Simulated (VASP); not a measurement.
A run of VASP 6.6.1:

File POSCAR:

```
NaF
1.0
    2.7933665414      0.0000000000      0.0000000000
    0.0000000000      2.7933665414      0.0000000000
    0.0000000000      0.0000000000      2.7933665414
Na F
1 1
Direct
    0.0000000000      0.0000000000      0.0000000000
    0.5000000000      0.5000000000      0.5000000000
```

Contents of INCAR.step1:

```
SYSTEM = NaF
  PREC = Accurate
  ENCUT = 660
  ISMEAR = 0
  SIGMA = 0.02
  LREAL = .False.
  LASPH = .True.
  NELM = 120
  NBANDS = 14
  GGA = PE
  ALGO = Normal
  EDIFF = 1E-5
  LWAVE = .True.
  LCHARG = .False.
  GGA_COMPAT = .False.
```

File INCAR.step2:

```
SYSTEM = NaF
  PREC = Accurate
  ENCUT = 660
  EDIFF = 1E-6
  ISMEAR = 0
  SIGMA = 0.02
  LREAL = .False.
  LASPH = .True.
  NELM = 120
  ALGO = Normal
  ISIF = 2
  LWAVE = .False.
  LCHARG = .False.
  METAGGA = R2SCAN
  LMIXTAU = .True.
  NBANDS = 14
  ISTART = 1
  GGA_COMPAT = .False.
```

The input KPOINTS:

```
Automatic mesh
0
Gamma
  8 8 8
  0 0 0
```

Potentials or basis: VASP PAW PBE potentials, release 64 (Na_pv, F).

Command:

```bash
$ cat potpaw_PBE.64/Na_pv/POTCAR potpaw_PBE.64/F/POTCAR > POTCAR
$ cp INCAR.step1 INCAR
$ mpirun -np 1 vasp_std > vasp.out
$ cp INCAR.step2 INCAR
$ mpirun -np 1 vasp_std > vasp.out
```

Hardware: 1 thread of Intel Xeon 8259CL (shared host).

Q: How long does it take, and how much memory?

A: Run time: 41 s on 1 thread of Intel Xeon 8259CL (shared host), peak memory 0.14 GiB. Counts: k points 35.
